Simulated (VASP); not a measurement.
Write the native input for VASP 6.6.1 that does the following.

| Quantity | Value |
| --- | --- |
| Task | single point |
| Functional | PBEsol |
| Potentials or basis | VASP PAW PBE potentials, release 64 (Ca_sv, O) |
| Cutoff | 520 eV |
| k mesh | 6 × 6 × 6, shifted |
| Occupations | fermi-dirac, width 0.1 eV |
| Spin | no spin polarisation |
| Dipole correction | no |
| Further INCAR settings | ALGO = Normal; EDIFF = 1e-06; NBANDS = 15; ISYM = 0 |

The structure of CaO lies in POSCAR:

```
CaO
1.0
    0.0000000000      2.5075760000      2.5075760000
    2.5075760000      0.0000000000      2.5075760000
    2.5075760000      2.5075760000      0.0000000000
Ca O
1 1
Direct
    0.0000000000      0.0000000000      0.0000000000
    0.5000000000      0.5000000000      0.5000000000
```

One way to write it, as run:

INCAR

```
SYSTEM = CaO
ALGO = Normal
EDIFF = 1E-6
ENCUT = 520
GGA = PS
ISIF = 2
ISMEAR = -1
ISYM = 0
LASPH = .TRUE.
LCHARG = .TRUE.
LELF = .TRUE.
LREAL = .FALSE.
LVHAR = .TRUE.
LWAVE = .FALSE.
NBANDS = 15
NELM = 80
PREC = Accurate
SIGMA = 0.1
```

KPOINTS

```
Automatic mesh
0
Gamma
  6 6 6
  0.5 0.5 0.5
```

Potentials or basis: VASP PAW PBE potentials, release 64 (Ca_sv, O).

Launch:

```console
$ cat potpaw_PBE.64/Ca_sv/POTCAR potpaw_PBE.64/O/POTCAR > POTCAR
$ mpirun -np 1 vasp_std > vasp.out
```

Results of the run:

* Pressure: -12.3 GPa
* Band gap on the k mesh: 3.83 eV, indirect (least direct gap 4.02 eV)

Caveat: the PAW data sets were made with another functional, which shifts forces and pressure a little.

It took 3.1 min on 1 thread of AMD EPYC 7R13 Processor (Zen 3), on a shared host, peak memory 0.29 GiB.
